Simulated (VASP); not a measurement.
# WS2 in VASP: a series of runs

WS2 is run at these levels: PBE+D3(BJ); tasks: single point.

All numbers are computed with VASP 6.6.1; they aren't measurements. Logs are shortened: lines on timing, memory, paths and dates and some standing lists are left out, and cuts for length are marked.

### Step 1. The cell of the first run

The cell holds a slab with vacuum, 6 atoms: a = 3.160 Å, b = 3.160 Å, c = 23.804 Å, α = 90.00°, β = 90.00°, γ = 120.00°.

### Step 2. Single point, PBE+D3(BJ)

The input, INCAR:

```
ALGO = Normal ; DIPOL = 0.5 0.5 0.389
EDIFF = 1E-6 ; ENCUT = 520
GGA = PE ; IDIPOL = 3
ISIF = 2 ; ISMEAR = 0
IVDW = 12 ; LASPH = True
LCHARG = False ; LDIPOL = True
LREAL = False ; LWAVE = False
NBANDS = 35 ; NELM = 100
PREC = Accurate ; SIGMA = 0.05
```

The input, KPOINTS:

```
k-points
0
Gamma
  9 9 1
```

The input, POSCAR:

```
WS2
1.0
    3.1595457497      0.0000000000      0.0000000000
   -1.5797728749      2.7362468836      0.0000000000
    0.0000000000      0.0000000000     23.8042575719
S W
4 2
Direct
    0.3333333333      0.6666666667      0.1890418126
    0.3333333333      0.6666666667      0.3214605103
    0.5000000000      0.6666666667      0.4563103366
    0.5000000000      0.6666666667      0.5887290343
    0.6666666667      0.3333333333      0.2552511581
    0.1666666667      1.0000000000      0.5225196821
```

Potentials or basis: VASP PAW PBE potentials, release 64 (S, W_sv).

Started as:

```console
$ cat potpaw_PBE.64/S/POTCAR potpaw_PBE.64/W_sv/POTCAR > POTCAR
$ mpirun -np 1 vasp_std > vasp.out
```

OUTCAR:

```text
EDIFF = 1E-6
   ENCUT = 520
   GGA = PE
   ISIF = 2
   ISMEAR = 0
   IVDW = 12
   LASPH = True
   LREAL = False
   NELM = 100
   PREC = Accurate
 IVDW          = 12

 ion  position               nearest neighbor table
   1  0.333  0.667  0.189-   5 2.41   5 2.41   5 2.41
   2  0.333  0.667  0.321-   5 2.41   5 2.41   5 2.41
   3  0.500  0.667  0.456-   6 2.41   6 2.41   6 2.41
   4  0.500  0.667  0.589-   6 2.41   6 2.41   6 2.41
   5  0.667  0.333  0.255-   1 2.41   1 2.41   1 2.41   2 2.41   2 2.41   2 2.41
   6  0.167  0.000  0.523-   3 2.41   3 2.41   3 2.41   4 2.41   4 2.41   4 2.41

  LATTYP: Found a hexagonal cell.
 ALAT       =     3.1595457497
 C/A-ratio  =     7.5340759266

  Lattice vectors:

 A1 = (   3.1595457497,   0.0000000000,   0.0000000000)
 A2 = (  -1.5797728749,   2.7362468836,   0.0000000000)
 A3 = (   0.0000000000,   0.0000000000,  23.8042575719)

Analysis of symmetry for initial positions (statically):
=====================================================================
 Subroutine PRICEL returns:
 Original cell was already a primitive cell.

 Routine SETGRP: Setting up the symmetry group for a
 hexagonal supercell.

 Subroutine GETGRP returns: Found  2 space group operations
 (whereof  1 operations were pure point group operations)
 out of a pool of 24 trial point group operations.

The static configuration has the point symmetry C_1 .
 The point group associated with its full space group is S_2 .

Analysis of symmetry for dynamics (positions and initial velocities):
=====================================================================
 Subroutine PRICEL returns:
 Original cell was already a primitive cell.

 Routine SETGRP: Setting up the symmetry group for a
 hexagonal supercell.

 Subroutine GETGRP returns: Found  2 space group operations
 (whereof  1 operations were pure point group operations)
 out of a pool of 24 trial point group operations.

The dynamic configuration has the point symmetry C_1 .
 The point group associated with its full space group is S_2 .

 Subroutine INISYM returns: Found  2 space group operations
 (whereof  1 operations are pure point group operations),
 and found     1 'primitive' translations

----------------------------------------------------------------------------------------

                                     Primitive cell

  volume of cell :     205.7949

  direct lattice vectors                    reciprocal lattice vectors
     3.159545750  0.000000000  0.000000000     0.316501193  0.182732049  0.000000000
    -1.579772875  2.736246884  0.000000000     0.000000000  0.365464098  0.000000000
     0.000000000  0.000000000 23.804257572     0.000000000  0.000000000  0.042009292

  length of vectors
     3.159545750  3.159545750 23.804257572     0.365464098  0.365464098  0.042009292

  position of ions in fractional coordinates (direct lattice)
     0.333333333  0.666666667  0.189041813
     0.333333333  0.666666667  0.321460510
     0.500000000  0.666666667  0.456310337
     0.500000000  0.666666667  0.588729034
     0.666666667  0.333333333  0.255251158
     0.166666667  0.000000000  0.522519682

  ion indices of the primitive-cell ions
   primitive index   ion index
                 1           1
                 2           2
                 3           3
                 4           4
                 5           5
                 6           6

----------------------------------------------------------------------------------------

 KPOINTS: k-points

Automatic generation of k-mesh.
 Grid dimensions read from file:
 generate k-points for:    9    9    1

 Generating k-lattice:

  Cartesian coordinates                     Fractional coordinates (reciprocal lattice)
     0.035166799  0.020303561  0.000000000     0.111111111 -0.000000000  0.000000000
     0.000000000  0.040607122  0.000000000     0.000000000  0.111111111  0.000000000
     0.000000000  0.000000000  0.042009292     0.000000000  0.000000000  1.000000000

  Length of vectors
     0.040607122  0.040607122  0.042009292

  Shift w.r.t. Gamma in fractional coordinates (k-lattice)
     0.000000000  0.000000000  0.000000000

 Subroutine IBZKPT returns following result:
 ===========================================

 Found     41 irreducible k-points:

 Following reciprocal coordinates:
            Coordinates               Weight
  0.000000  0.000000  0.000000      1.000000
  0.111111 -0.000000  0.000000      2.000000
  0.000000  0.111111  0.000000      2.000000
 -0.111111  0.111111  0.000000      2.000000
  0.222222  0.000000  0.000000      2.000000
  0.000000  0.222222  0.000000      2.000000
[... 16 lines left out ...]
  0.333333  0.111111  0.000000      2.000000
 -0.111111  0.444444  0.000000      2.000000
 [... further k-points ...]
   k-points           NKPTS =     41   k-points in BZ     NKDIM =     41   number of bands    NBANDS=     35
   number of dos      NEDOS =    301   number of ions     NIONS =      6
   total plane-waves  NPLWV = 103680
   dimension x,y,z NGX =    24 NGY =   24 NGZ =  180
   dimension x,y,z NGXF=    48 NGYF=   48 NGZF=  360
   ions per type =               4   2
   NGX,Y,Z   is equivalent  to a cutoff of  12.63, 12.63, 12.57 a.u.
   NGXF,Y,Z  is equivalent  to a cutoff of  25.26, 25.26, 25.14 a.u.
 SYSTEM =  unknown system
   PREC   = accura    normal or accurate (medium, high low for compatibility)
   ISTART =      0    job   : 0-new  1-cont  2-samecut
   ICHARG =      2    charge: 1-file 2-atom 10-const
   ISPIN  =      1    spin polarized calculation?
   LNONCOLLINEAR =      F non collinear calculations
   LSORBIT =      F    spin-orbit coupling
   LASPH  =      T    aspherical Exc in radial PAW
   ENCUT  =  520.0 eV  38.22 Ry    6.18 a.u.   5.87  5.87 44.26*2*pi/ulx,y,z
   NELM   =    100;   NELMIN=  2; NELMDL= -5     # of ELM steps
   EDIFF  = 0.1E-05   stopping-criterion for ELM
   LREAL  =      F    real-space projection
   EDIFFG = 0.1E-04   stopping-criterion for IOM
   NSW    =      0    number of steps for IOM
   IBRION =     -1    ionic relax: 0-MD 1-quasi-New 2-CG
   NFREE  =      0    steps in history (QN), initial steepest desc. (CG)
   ISIF   =      2    stress and relaxation
   ISYM   =      2    0-nonsym 1-usesym 2-fastsym
   POTIM  = 0.5000    time-step for ionic-motion
   TEBEG  =    0.0;   TEEND  =   0.0 temperature during run
   PSTRESS=    0.0 pullay stress
   NELECT =      52.0000    total number of electrons
   NUPDOWN=      -1.0000    fix difference up-down
   EMIN   =  10.00;   EMAX   =-10.00  energy-range for DOS
   EFERMI =   0.00;   METHOD = LEGACY
   ISMEAR =     0;   SIGMA  =   0.05  broadening in eV -4-tet -1-fermi 0-gaus
   EFERMI_NEDOS =   21; number of points for ismear=-14 and -15
   IALGO  =     38    algorithm
   IMIX   =      4    mixing-type and parameters
     AMIX     =   0.40;   BMIX     =  1.00
     AMIX_MAG =   1.60;   BMIX_MAG =  1.00
  volume/ion in A,a.u.               =      34.30       231.46
  Fermi-wavevector in a.u.,A,eV,Ry     =   1.034978  1.955825 14.574279  1.071179
  Thomas-Fermi vector in A             =   2.169299
   LORBIT       =      0    0 simple, 1 ext, 2 COOP (PROOUT), +10 PAW based schemes
   GGA     = PE    functional components
   LHFCALC =     F    Hartree Fock is set to
   AEXX    =    0.0000 exact exchange contribution
   IVDW    =    12    specifies the selected vdW correction
   LEPSILON=     F    determine dielectric tensor
   LRPA    =     F    only Hartree local field effects (RPA)
 non-spin polarized calculation
 Gauss-broadening in eV      SIGMA  =   0.05
  energy-cutoff  :      520.00
  volume of cell :      205.79
 maximum number of plane-waves:      5566
   NGX = 11   NGY = 11   NGZ = 89

 dipolmoment           0.000000      0.000000      0.000000 electrons x Angstroem

 number of electron      51.9999994 magnetization

 dipolmoment           0.000000      0.000000     -0.000002 electrons x Angstroem

 Free energy of the ion-electron system (eV)
  ---------------------------------------------------
  ext. energy  EPLUGINS =         0.00000000
  ---------------------------------------------------
  free energy    TOTEN  =       -47.23569877 eV

  energy without entropy =      -47.23569877  energy(sigma->0) =      -47.23569877

 E-fermi :   1.5452     XC(G=0):  -6.1264

 val. band max:        1.1452739521   @ k =   0.0000   0.0000   0.0000
 cond. band min:       2.7071099495   @ k =   0.1111   0.2222   0.0000
 fundamental gap:      1.5618359974
 Fermi energy:         1.5452384053

 k-point     1 :       0.0000    0.0000    0.0000
  band No.  band energies     occupation
      1     -73.1877      2.00000
      2     -73.1877      2.00000
      3     -37.4423      2.00000
      4     -37.4423      2.00000
      5     -37.2643      2.00000
      6     -37.2643      2.00000
[... 27 lines left out ...]
     34       3.9216      0.00000
     35       5.8731      0.00000

 k-point     2 :       0.1111   -0.0000    0.0000
  band No.  band energies     occupation
      1     -73.1856      2.00000
      2     -73.1855      2.00000
      3     -37.4346      2.00000
      4     -37.4346      2.00000
      5     -37.3068      2.00000
      6     -37.3068      2.00000
[... 27 lines left out ...]
     34       4.1330      0.00000
     35       6.2347      0.00000

 k-point     3 :       0.0000    0.1111    0.0000
  band No.  band energies     occupation
      1     -73.1856      2.00000
      2     -73.1855      2.00000
      3     -37.4346      2.00000
      4     -37.4346      2.00000
      5     -37.3070      2.00000
      6     -37.3070      2.00000
[... 27 lines left out ...]
     34       4.1274      0.00000
     35       6.2344      0.00000
[... 723 lines left out ...]
 k-point    23 :       0.3333    0.1111    0.0000
  band No.  band energies     occupation
      1     -73.1707      2.00000
      2     -73.1707      2.00000
      3     -37.5718      2.00000
      4     -37.5717      2.00000
      5     -37.3816      2.00000
      6     -37.3816      2.00000
[... 27 lines left out ...]
     34       5.5830      0.00000
     35       6.9686      0.00000

 k-point    24 :      -0.1111    0.4444    0.0000
  band No.  band energies     occupation
      1     -73.1707      2.00000
      2     -73.1707      2.00000
      3     -37.5719      2.00000
      4     -37.5719      2.00000
      5     -37.3817      2.00000
      6     -37.3816      2.00000
[... 27 lines left out ...]
     34       5.5748      0.00000
     35       6.9324      0.00000

 [... further k-points ...]

------------------------ aborting loop because EDIFF is reached ----------------------------------------

 vacuum level on the upper side and lower side of the slab       (xc-potential included)        -0.173        -0.172

 Edisp (eV)   -2.15642

 E8    (eV) :    -0.9359

  FORCE on cell =-STRESS in cart. coord.  units (eV):
  Direction    XX          YY          ZZ          XY          YZ          ZX
  --------------------------------------------------------------------------------------
  -------------------------------------------------------------------------------------
  Total      -0.21269    -0.25017     0.26283     0.03168    -0.01476     0.27891
  in kB      -1.65588    -1.94763     2.04623     0.24666    -0.11494     2.17140
  external pressure =       -0.52 kB  Pullay stress =        0.00 kB

 VOLUME and BASIS-vectors are now :
 -----------------------------------------------------------------------------
  energy-cutoff  :      520.00
  volume of cell :      205.79
      direct lattice vectors                 reciprocal lattice vectors
     3.159545750  0.000000000  0.000000000     0.316501193  0.182732049  0.000000000
    -1.579772875  2.736246884  0.000000000     0.000000000  0.365464098  0.000000000
     0.000000000  0.000000000 23.804257572     0.000000000  0.000000000  0.042009292

 POSITION                                       TOTAL-FORCE (eV/Angst)
 -----------------------------------------------------------------------------------
     -0.00000      1.82416      4.50000         0.001422     -0.001022      0.002153
     -0.00000      1.82416      7.65213        -0.052932      0.001118     -0.155928
      0.52659      1.82416     10.86213         0.052932     -0.001118      0.155928
      0.52659      1.82416     14.01426        -0.001422      0.001022     -0.002153
      1.57977      0.91208      6.07606        -0.019285      0.003260      0.021692
      0.52659      0.00000     12.43819         0.019285     -0.003260     -0.021692
 -----------------------------------------------------------------------------------
    total drift:                                0.000001     -0.000000     -0.000322

  FREE ENERGIE OF THE ION-ELECTRON SYSTEM (eV)
  ---------------------------------------------------
  free  energy   TOTEN  =       -49.3921150026 eV

  energy  without entropy=      -49.3921150026  energy(sigma->0) =      -49.39211500

 vacuum level on the upper side and lower side of the slab         6.370         6.370
```

Run time: 5.6 min. Hardware: 1 thread of Intel Xeon Platinum 8488C (Sapphire Rapids), shared host; peak memory 0.45 GiB.

Results:

- Free energy: -49.3921 eV
- Largest force: 0.165 eV/Å
- Band gap on the k mesh: 1.56 eV, indirect (least direct gap 1.91 eV)
- Dispersion energy per atom: -0.359 eV

Forces in eV/Å, atoms in the order of the input:
```
S    0.001 -0.001  0.002
S   -0.053  0.001 -0.156
S    0.053 -0.001  0.156
S   -0.001  0.001 -0.002
W   -0.019  0.003  0.022
W    0.019 -0.003 -0.022
```

Caveat: spin-orbit coupling is left out, which moves the levels of the heavy elements.

### Step 3. Single point, PBE+D3(BJ)

The input, INCAR:

```
ALGO = Normal
DIPOL = 0.5 0.5 0.400
EDIFF = 1E-6
ENCUT = 520
GGA = PE
IDIPOL = 3
ISIF = 2
ISMEAR = 0
IVDW = 12
LASPH = T
LCHARG = F
LDIPOL = T
LREAL = F
LWAVE = F
NBANDS = 35
NELM = 60
PREC = Accurate
SIGMA = 0.05
```

KPOINTS is that of step 2.

The input, POSCAR:

```
WS2
1.0
    3.1595457497      0.0000000000      0.0000000000
   -1.5797728749      2.7362468836      0.0000000000
    0.0000000000      0.0000000000     23.8042575719
S W
4 2
Direct
    0.3333333333      0.6666666667      0.1890418126
    0.3333333333      0.6666666667      0.3214605103
    0.5000000000      0.6666666667      0.4785752612
    0.5000000000      0.6666666667      0.6109939589
    0.6666666667      0.3333333333      0.2552511581
    0.1666666667      1.0000000000      0.5447846067
```

Potentials or basis: VASP PAW PBE potentials, release 64 (S, W_sv).

Started as:

```console
$ cat potpaw_PBE.64/S/POTCAR potpaw_PBE.64/W_sv/POTCAR > POTCAR
$ mpirun -np 1 vasp_std > vasp.out
```

Run time: 4.5 min. Hardware: 1 thread of Intel Xeon Platinum 8488C (Sapphire Rapids), shared host; peak memory 0.44 GiB.

It converged, with:

| Item | Value |
| --- | --- |
| Free energy | -49.3887 eV |
| Largest force | 0.042 eV/Å |
| Band gap on the k mesh | 1.83 eV, indirect (least direct gap 1.92 eV) |
| Dispersion energy per atom | -0.344 eV |

Forces in eV/Å, atoms in the order of the input:
```
S    0.000  0.000  0.003
S   -0.008  0.000  0.041
S    0.008  0.000 -0.041
S    0.000  0.000 -0.003
W   -0.004  0.001  0.036
W    0.004 -0.001 -0.036
```

Levels at points of the mesh, in eV from the valence-band top:
| k point | band 24 | band 25 | band 26 | band 27 | band 28 | band 29 |
| --- | --- | --- | --- | --- | --- | --- |
| (0.00, 0.00, 0.00) | -1.66 | -0.39 | 0.00 | 2.83 | 2.84 | 2.84 |

Caveat: spin-orbit coupling is left out, which moves the levels of the heavy elements.

### Step 4. Single point, PBE+D3(BJ)

The input, INCAR:

```
PREC = Accurate
ENCUT = 520
EDIFF = 1E-6
ISMEAR = 0
SIGMA = 0.05
LREAL = False
LASPH = True
NELM = 100
ALGO = Normal
ISIF = 2
LWAVE = False
LCHARG = False
LDIPOL = True
IDIPOL = 3
DIPOL = 0.5 0.5 0.421
GGA = PE
IVDW = 12
NBANDS = 35
```

The input, KPOINTS:

```
regular mesh
0
Gamma
  9 9 1
```

The input, POSCAR:

```
WS2
1.0
    3.1595457497      0.0000000000      0.0000000000
   -1.5797728749      2.7362468836      0.0000000000
    0.0000000000      0.0000000000     23.8042575719
S W
4 2
Direct
    0.3333333333      0.6666666667      0.1890418126
    0.3333333333      0.6666666667      0.3214605103
    0.5000000000      0.6666666667      0.5205845529
    0.5000000000      0.6666666667      0.6530032506
    0.6666666667      0.3333333333      0.2552511581
    0.1666666667      1.0000000000      0.5867938984
```

Started as:

```console
$ cat potpaw_PBE.64/S/POTCAR potpaw_PBE.64/W_sv/POTCAR > POTCAR
$ mpirun -np 1 vasp_std > vasp.out
```

It took 3.7 min on 1 thread of Intel Xeon Platinum 8488C (Sapphire Rapids), shared host; peak memory 0.44 GiB.

Results (log left out):

```yaml
Free_energy: -49.3036 eV
Largest_force: 0.046 eV/Å
Band_gap_on_the_k_mesh: 1.92 eV, direct
Dispersion_energy_per_atom: -0.328 eV
```

Forces on the atoms (eV/Å):
```
S    0.000  0.000  0.000
S    0.000  0.000  0.046
S    0.000  0.000 -0.046
S    0.000  0.000  0.000
W    0.000  0.000  0.022
W    0.000  0.000 -0.022
```

Levels at points of the mesh, in eV from the valence-band top:
```tsv
k point	band 23	band 24	band 25	band 26	band 27	band 28	band 29	band 30
(0.00, 0.00, 0.00)	-1.57	-1.57	-0.21	-0.07	2.93	2.93	2.93	2.94
```

Caveat: spin-orbit coupling is left out, which moves the levels of the heavy elements.
